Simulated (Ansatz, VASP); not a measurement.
## BeS: VASP beside Ansatz

Contents of INCAR:

```
SYSTEM = BeS
PREC = Accurate
ENCUT = 600
EDIFF = 1E-7
ISMEAR = 0
SIGMA = 0.15
LREAL = .FALSE.
LASPH = .TRUE.
NELM = 120
ALGO = Normal
ISIF = 3
LWAVE = .FALSE.
LCHARG = .FALSE.
GGA = PE
IBRION = 2
NSW = 36
EDIFFG = -0.08
GGA_COMPAT = .FALSE.
NELMIN = 4
```

The input KPOINTS:

```
Automatic mesh
0
G
  5 5 5
  0 0 0
```

Contents of POSCAR:

```
BeS
1.0
    0.0000000000      2.3200568700      2.3200568700
    2.3200568700      0.0000000000      2.3200568700
    2.3200568700      2.3200568700      0.0000000000
Be S
1 1
Direct
    0.0000000000      0.0000000000      0.0000000000
    0.7500000000      0.7500000000      0.7500000000
```

Input for Ansatz:

```yaml
crystal:
  lattice:
    - [0.0, 2.32005687, 2.32005687]
    - [2.32005687, 0.0, 2.32005687]
    - [2.32005687, 2.32005687, 0.0]
  atoms:
    - { symbol: Be, position: [0.0, 0.0, 0.0] }
    - { symbol: S, position: [0.75, 0.75, 0.75] }
basis:
  ecutwfc: 420
kpoints:
  mp_grid: { grid: [5, 5, 5] }
hamiltonian:
  xc: pbe
scf:
  occupations: { method: gaussian, width: 0.15 }
  lower_state_search: "off"
output:
  forces: true
  stress: true
  eigenvalues: true
relax:
  adjacent_minimum: "off"
  f_tol: 0.08
  max_steps: 16
  cell: { stress_tol: 0.8 }
```

Change from the starting cell: species swapped into the AlN type (F-43m, No. 216).

Alike in both runs: task relaxation of cell and atoms; functional PBE; k mesh 5 × 5 × 5; occupations gaussian, width 0.15 eV; no spin polarisation.

```csv
,VASP,Ansatz
version,VASP 6.6.1,Ansatz 0.2.0
potentials or method,"VASP PAW PBE potentials, release 64 (Be, S), cutoff 600 eV","scalar-relativistic, plane waves, PAW"
valence electrons in the cell,8,8
```

```csv
,VASP,Ansatz,Ansatz less VASP
"gap on the k mesh at the Fermi level, each at its own relaxed structure (eV)",3.43,3.43,-0.001
relaxed volume (Å³/atom),14.50,14.51,+0.010
relaxed cell length with the largest relative difference (Å),3.449,3.450,+0.0008
```

The k mesh is coarse, so the values compare programs but aren't converged. Noted on VASP's run: the volume moved by over 15 % at a fixed basis, so the end points are rough.
